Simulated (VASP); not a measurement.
A run of VASP 6.6.1:

File INCAR:

```
SYSTEM = FeO
  PREC = Accurate
  ENCUT = 520
  EDIFF = 1E-6
  ISMEAR = -1
  SIGMA = 0.05
  LREAL = .FALSE.
  LASPH = .TRUE.
  NELM = 150
  ALGO = Normal
  ISIF = 2
  LWAVE = .FALSE.
  LCHARG = .FALSE.
  ISPIN = 2
  MAGMOM = 3 0
  LORBIT = 11
  LMAXMIX = 4
  GGA = CA
  NBANDS = 18
```

Contents of KPOINTS:

```
Automatic mesh
0
G
  9 9 9
  0 0 0
```

The input POSCAR:

```
FeO
1.0
    1.5388076799      0.8884310282      2.5527334195
   -1.5388076799      0.8884310282      2.5527334195
    0.0000000000     -1.7768620564      2.5527334195
Fe O
1 1
Direct
    0.0000000000      0.0000000000      0.0000000000
    0.5000000000      0.5000000000      0.5000000000
```

Potentials or basis: VASP PAW LDA potentials, release 64 (Fe, O).

Command:

```bash
$ cat potpaw_LDA.64/Fe/POTCAR potpaw_LDA.64/O/POTCAR > POTCAR
$ mpirun -np 1 vasp_std > vasp.out
```

Hardware: 1 thread of Intel(R) Xeon(R) Platinum 8488C (Sapphire Rapids), on a shared host.

Task: How long does it take, and how much memory?

Result: It took 36 s on 1 thread of Intel(R) Xeon(R) Platinum 8488C (Sapphire Rapids), with other jobs on the host, peak memory 0.17 GiB. Counts: scf iterations 14, k points 85.
